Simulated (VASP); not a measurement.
# MoS2 (P-3m1) in VASP: a series of runs

The runs below take MoS2 through single point, with PBE+D3(BJ).

Program: VASP 6.6.1. These are calculated values, not measurements. Logs are shortened: lines on timing, memory, paths and dates and some standing lists are left out, and cuts for length are marked.

### Step 1. The cell of the first run

The typed cell holds 6 atoms: a = 3.118 Å, b = 3.118 Å, c = 11.443 Å, α = 90.00°, β = 90.00°, γ = 120.00°.

### Step 2. Single point, PBE+D3(BJ)

INCAR

```
SYSTEM = MoS2
PREC = Accurate
ENCUT = 520
EDIFF = 1E-6
ISMEAR = 0
SIGMA = 0.05
LREAL = .False.
LASPH = .True.
NELM = 100
ALGO = Normal
ISIF = 2
LWAVE = .False.
LCHARG = .True.
GGA = PE
IVDW = 12
LELF = .True.
LVHAR = .True.
NBANDS = 35
```

KPOINTS

```
regular mesh
0
Gamma
  12 12 4
  0 0 0
```

POSCAR

```
MoS2
1.0
    3.1179000000      0.0000000000      0.0000000000
   -1.5589500000      2.7001806064      0.0000000000
    0.0000000000      0.0000000000     11.4426000000
Mo S
2 4
Direct
    0.6666666667      0.3333333333      0.2501439769
    0.3333333333      0.6666666667      0.7498560231
    0.3333333333      0.6666666667      0.3795985159
    0.6666666667      0.3333333333      0.8793132861
    0.3333333333      0.6666666667      0.1206867139
    0.6666666667      0.3333333333      0.6204014841
```

Potentials or basis: VASP PAW PBE potentials, release 64 (Mo_sv, S).

Started as:

```console
cat potpaw_PBE.64/Mo_sv/POTCAR potpaw_PBE.64/S/POTCAR > POTCAR
mpirun -np 1 vasp_std > vasp.out
```

OUTCAR:

```text
SYSTEM = MoS2
   PREC = Accurate
   ENCUT = 520
   EDIFF = 1E-6
   ISMEAR = 0
   LREAL = .False.
   LASPH = .True.
   NELM = 100
   ISIF = 2
   GGA = PE
   IVDW = 12
 IVDW          = 12

 ion  position               nearest neighbor table
   1  0.667  0.333  0.250-   3 2.33   3 2.33   3 2.33   5 2.33   5 2.33   5 2.33
   2  0.333  0.667  0.750-   6 2.33   6 2.33   6 2.33   4 2.33   4 2.33   4 2.33
   3  0.333  0.667  0.380-   1 2.33   1 2.33   1 2.33
   4  0.667  0.333  0.879-   2 2.33   2 2.33   2 2.33
   5  0.333  0.667  0.121-   1 2.33   1 2.33   1 2.33
   6  0.667  0.333  0.620-   2 2.33   2 2.33   2 2.33

  LATTYP: Found a hexagonal cell.
 ALAT       =     3.1179000000
 C/A-ratio  =     3.6699701722

  Lattice vectors:

 A1 = (   3.1179000000,   0.0000000000,   0.0000000000)
 A2 = (  -1.5589500000,   2.7001806064,   0.0000000000)
 A3 = (   0.0000000000,   0.0000000000,  11.4426000000)

Analysis of symmetry for initial positions (statically):
=====================================================================
 Subroutine PRICEL returns:
 Original cell was already a primitive cell.

 Routine SETGRP: Setting up the symmetry group for a
 hexagonal supercell.

 Subroutine GETGRP returns: Found 12 space group operations
 (whereof 12 operations were pure point group operations)
 out of a pool of 24 trial point group operations.

The static configuration has the point symmetry D_3d.

Analysis of symmetry for dynamics (positions and initial velocities):
=====================================================================
 Subroutine PRICEL returns:
 Original cell was already a primitive cell.

 Routine SETGRP: Setting up the symmetry group for a
 hexagonal supercell.

 Subroutine GETGRP returns: Found 12 space group operations
 (whereof 12 operations were pure point group operations)
 out of a pool of 24 trial point group operations.

The dynamic configuration has the point symmetry D_3d.

 Subroutine INISYM returns: Found 12 space group operations
 (whereof 12 operations are pure point group operations),
 and found     1 'primitive' translations

----------------------------------------------------------------------------------------

                                     Primitive cell

  volume of cell :      96.3340

  direct lattice vectors                    reciprocal lattice vectors
     3.117900000  0.000000000  0.000000000     0.320728696  0.185172799  0.000000000
    -1.558950000  2.700180606  0.000000000     0.000000000  0.370345597  0.000000000
     0.000000000  0.000000000 11.442600000     0.000000000  0.000000000  0.087392725

  length of vectors
     3.117900000  3.117900000 11.442600000     0.370345597  0.370345597  0.087392725

  position of ions in fractional coordinates (direct lattice)
     0.666666667  0.333333333  0.250143977
     0.333333333  0.666666667  0.749856023
     0.333333333  0.666666667  0.379598516
     0.666666667  0.333333333  0.879313286
     0.333333333  0.666666667  0.120686714
     0.666666667  0.333333333  0.620401484

  ion indices of the primitive-cell ions
   primitive index   ion index
                 1           1
                 2           2
                 3           3
                 4           4
                 5           5
                 6           6

----------------------------------------------------------------------------------------

 KPOINTS: regular mesh

Automatic generation of k-mesh.
 Grid dimensions read from file:
 generate k-points for:   12   12    4

 Generating k-lattice:

  Cartesian coordinates                     Fractional coordinates (reciprocal lattice)
     0.026727391  0.015431067  0.000000000     0.083333333  0.000000000  0.000000000
     0.000000000  0.030862133  0.000000000     0.000000000  0.083333333  0.000000000
     0.000000000  0.000000000  0.021848181     0.000000000  0.000000000  0.250000000

  Length of vectors
     0.030862133  0.030862133  0.021848181

  Shift w.r.t. Gamma in fractional coordinates (k-lattice)
     0.000000000  0.000000000  0.000000000

 Subroutine IBZKPT returns following result:
 ===========================================

 Found     69 irreducible k-points:

 Following reciprocal coordinates:
            Coordinates               Weight
  0.000000  0.000000  0.000000      1.000000
  0.083333  0.000000  0.000000      6.000000
  0.166667  0.000000  0.000000      6.000000
  0.250000  0.000000  0.000000      6.000000
  0.333333  0.000000  0.000000      6.000000
  0.416667  0.000000  0.000000      6.000000
[... 16 lines left out ...]
  0.166667  0.000000  0.250000      6.000000
  0.000000  0.166667  0.250000      6.000000
 [... further k-points ...]
   k-points           NKPTS =     69   k-points in BZ     NKDIM =     69   number of bands    NBANDS=     35
   number of dos      NEDOS =    301   number of ions     NIONS =      6
   total plane-waves  NPLWV =  51840
   dimension x,y,z NGX =    24 NGY =   24 NGZ =   90
   dimension x,y,z NGXF=    48 NGYF=   48 NGZF=  180
   ions per type =               2   4
   NGX,Y,Z   is equivalent  to a cutoff of  12.80, 12.80, 13.08 a.u.
   NGXF,Y,Z  is equivalent  to a cutoff of  25.59, 25.59, 26.15 a.u.
 SYSTEM =  MoS2
   PREC   = accura    normal or accurate (medium, high low for compatibility)
   ISTART =      0    job   : 0-new  1-cont  2-samecut
   ICHARG =      2    charge: 1-file 2-atom 10-const
   ISPIN  =      1    spin polarized calculation?
   LNONCOLLINEAR =      F non collinear calculations
   LSORBIT =      F    spin-orbit coupling
   LASPH  =      T    aspherical Exc in radial PAW
   ENCUT  =  520.0 eV  38.22 Ry    6.18 a.u.   5.80  5.80 21.28*2*pi/ulx,y,z
   NELM   =    100;   NELMIN=  2; NELMDL= -5     # of ELM steps
   EDIFF  = 0.1E-05   stopping-criterion for ELM
   LREAL  =      F    real-space projection
   EDIFFG = 0.1E-04   stopping-criterion for IOM
   NSW    =      0    number of steps for IOM
   IBRION =     -1    ionic relax: 0-MD 1-quasi-New 2-CG
   NFREE  =      0    steps in history (QN), initial steepest desc. (CG)
   ISIF   =      2    stress and relaxation
   ISYM   =      2    0-nonsym 1-usesym 2-fastsym
   POTIM  = 0.5000    time-step for ionic-motion
   TEBEG  =    0.0;   TEEND  =   0.0 temperature during run
   PSTRESS=    0.0 pullay stress
   NELECT =      52.0000    total number of electrons
   NUPDOWN=      -1.0000    fix difference up-down
   EMIN   =  10.00;   EMAX   =-10.00  energy-range for DOS
   EFERMI =   0.00;   METHOD = LEGACY
   ISMEAR =     0;   SIGMA  =   0.05  broadening in eV -4-tet -1-fermi 0-gaus
   EFERMI_NEDOS =   21; number of points for ismear=-14 and -15
   IALGO  =     38    algorithm
   IMIX   =      4    mixing-type and parameters
     AMIX     =   0.40;   BMIX     =  1.00
     AMIX_MAG =   1.60;   BMIX_MAG =  1.00
  volume/ion in A,a.u.               =      16.06       108.35
  Fermi-wavevector in a.u.,A,eV,Ry     =   1.332957  2.518923 24.174472  1.776774
  Thomas-Fermi vector in A             =   2.461852
   LORBIT       =      0    0 simple, 1 ext, 2 COOP (PROOUT), +10 PAW based schemes
   GGA     = PE    functional components
   LHFCALC =     F    Hartree Fock is set to
   AEXX    =    0.0000 exact exchange contribution
   IVDW    =    12    specifies the selected vdW correction
   LEPSILON=     F    determine dielectric tensor
   LRPA    =     F    only Hartree local field effects (RPA)
 non-spin polarized calculation
 Gauss-broadening in eV      SIGMA  =   0.05
  energy-cutoff  :      520.00
  volume of cell :       96.33
 maximum number of plane-waves:      2614
   NGX = 11   NGY = 11   NGZ = 43

 number of electron      52.0000000 magnetization

 Free energy of the ion-electron system (eV)
  ---------------------------------------------------
  ext. energy  EPLUGINS =         0.00000000
  ---------------------------------------------------
  free energy    TOTEN  =       -42.91772622 eV

  energy without entropy =      -42.91772622  energy(sigma->0) =      -42.91772622

 E-fermi :   9.6320     XC(G=0): -11.3971

 val. band max:        9.4111670584   @ k =   0.0000   0.0000   0.0000
 cond. band min:       9.8440678090   @ k =   0.3333   0.3333   0.0000
 fundamental gap:      0.4329007506
 Fermi energy:         9.6320292421

 k-point     1 :       0.0000    0.0000    0.0000
  band No.  band energies     occupation
      1     -52.5233      2.00000
      2     -52.5233      2.00000
      3     -26.7438      2.00000
      4     -26.7435      2.00000
      5     -26.4829      2.00000
      6     -26.4829      2.00000
[... 27 lines left out ...]
     34      11.7974      0.00000
     35      14.5758      0.00000

 k-point     2 :       0.0833    0.0000    0.0000
  band No.  band energies     occupation
      1     -52.5198      2.00000
      2     -52.5198      2.00000
      3     -26.7369      2.00000
      4     -26.7366      2.00000
      5     -26.5168      2.00000
      6     -26.5168      2.00000
[... 27 lines left out ...]
     34      11.6750      0.00000
     35      15.0767      0.00000

 k-point     3 :       0.1667    0.0000    0.0000
  band No.  band energies     occupation
      1     -52.5104      2.00000
      2     -52.5104      2.00000
      3     -26.7181      2.00000
      4     -26.7178      2.00000
      5     -26.6087      2.00000
      6     -26.6087      2.00000
[... 27 lines left out ...]
     34      11.9780      0.00000
     35      16.2320      0.00000

 k-point     4 :       0.2500    0.0000    0.0000
  band No.  band energies     occupation
      1     -52.4974      2.00000
      2     -52.4974      2.00000
      3     -26.7320      2.00000
      4     -26.7320      2.00000
      5     -26.6922      2.00000
      6     -26.6920      2.00000
[... 27 lines left out ...]
     34      12.5922      0.00000
     35      16.6960      0.00000

 k-point     5 :       0.3333    0.0000    0.0000
  band No.  band energies     occupation
      1     -52.4844      2.00000
      2     -52.4844      2.00000
      3     -26.8531      2.00000
      4     -26.8531      2.00000
      5     -26.6662      2.00000
      6     -26.6660      2.00000
[... 638 lines left out ...]
 k-point    22 :       0.0000    0.0833    0.2500
  band No.  band energies     occupation
      1     -52.5198      2.00000
      2     -52.5198      2.00000
      3     -26.7369      2.00000
      4     -26.7367      2.00000
      5     -26.5168      2.00000
      6     -26.5168      2.00000
[... 27 lines left out ...]
     34      11.6384      0.00000
     35      15.0631      0.00000

 k-point    23 :       0.1667    0.0000    0.2500
  band No.  band energies     occupation
      1     -52.5104      2.00000
      2     -52.5104      2.00000
      3     -26.7180      2.00000
      4     -26.7178      2.00000
      5     -26.6087      2.00000
      6     -26.6087      2.00000
[... 27 lines left out ...]
     34      11.9603      0.00000
     35      16.2348      0.00000

 k-point    24 :       0.0000    0.1667    0.2500
  band No.  band energies     occupation
      1     -52.5104      2.00000
      2     -52.5104      2.00000
      3     -26.7180      2.00000
      4     -26.7178      2.00000
      5     -26.6087      2.00000
      6     -26.6087      2.00000
[... 27 lines left out ...]
     34      11.9603      0.00000
     35      16.2736      0.00000

 [... further k-points ...]

------------------------ aborting loop because EDIFF is reached ----------------------------------------

 Edisp (eV)   -2.83764

 E8    (eV) :    -1.1442

  FORCE on cell =-STRESS in cart. coord.  units (eV):
  Direction    XX          YY          ZZ          XY          YZ          ZX
  --------------------------------------------------------------------------------------
  -------------------------------------------------------------------------------------
  Total       6.44470     6.44470    13.04883     0.00000     0.00000     0.00000
  in kB     107.18482   107.18482   217.02133     0.00000     0.00000     0.00000
  external pressure =      143.80 kB  Pullay stress =        0.00 kB

 VOLUME and BASIS-vectors are now :
 -----------------------------------------------------------------------------
  energy-cutoff  :      520.00
  volume of cell :       96.33
      direct lattice vectors                 reciprocal lattice vectors
     3.117900000  0.000000000  0.000000000     0.320728696  0.185172799  0.000000000
    -1.558950000  2.700180606  0.000000000     0.000000000  0.370345597  0.000000000
     0.000000000  0.000000000 11.442600000     0.000000000  0.000000000  0.087392725

 POSITION                                       TOTAL-FORCE (eV/Angst)
 -----------------------------------------------------------------------------------
      1.55895      0.90006      2.86230         0.000000     -0.000000     -0.002045
     -0.00000      1.80012      8.58030        -0.000000      0.000000      0.002045
     -0.00000      1.80012      4.34359        -0.000000      0.000000      1.917253
      1.55895      0.90006     10.06163        -0.000000      0.000000      1.922406
     -0.00000      1.80012      1.38097         0.000000     -0.000000     -1.922406
      1.55895      0.90006      7.09901         0.000000     -0.000000     -1.917253
 -----------------------------------------------------------------------------------
    total drift:                               -0.000000      0.000000      0.000000

  FREE ENERGIE OF THE ION-ELECTRON SYSTEM (eV)
  ---------------------------------------------------
  free  energy   TOTEN  =       -45.7553636841 eV

  energy  without entropy=      -45.7553636841  energy(sigma->0) =      -45.75536368
```

Wall time 94 s (1 thread of Intel Xeon 6975P-C (Granite Rapids), shared host); peak memory 0.34 GiB.

Results:

```yaml
Free_energy: -45.7554 eV
Pressure: 14.4 GPa
Largest_force: 1.922 eV/Å
Band_gap_on_the_k_mesh: 0.43 eV (least direct gap 1.62 eV)
Dispersion_energy_per_atom: -0.473 eV
```

Forces on the atoms (eV/Å):
```
Mo   0.000  0.000 -0.002
Mo   0.000  0.000  0.002
S    0.000  0.000  1.917
S    0.000  0.000  1.922
S    0.000  0.000 -1.922
S    0.000  0.000 -1.917
```

Levels at points of the mesh, in eV from the valence-band top:
| k point | band 23 | band 24 | band 25 | band 26 | band 27 | band 28 | band 29 | band 30 |
| --- | --- | --- | --- | --- | --- | --- | --- | --- |
| (0.00, 0.00, 0.00) | -2.98 | -1.55 | -1.06 | 0.00 | 1.73 | 1.73 | 1.76 | 1.76 |
| (0.50, 0.00, 0.00) | -2.51 | -2.18 | -2.07 | -1.77 | 1.15 | 1.24 | 1.67 | 1.97 |
| (0.00, 0.00, 0.50) | -3.00 | -3.00 | -0.27 | -0.27 | 1.73 | 1.73 | 1.73 | 1.73 |
| (0.50, 0.00, 0.50) | -2.34 | -2.34 | -1.89 | -1.89 | 1.19 | 1.19 | 1.84 | 1.84 |

Caveat: the stress differs along the axes, from 11 to 22 GPa; semilocal functionals underestimate gaps, and a narrow one can read as zero; forces of over 1 eV/Å act on the atoms, so gaps and moduli don't describe the material at rest. A k mesh can miss the band edges.

[end of part 1 of 2]
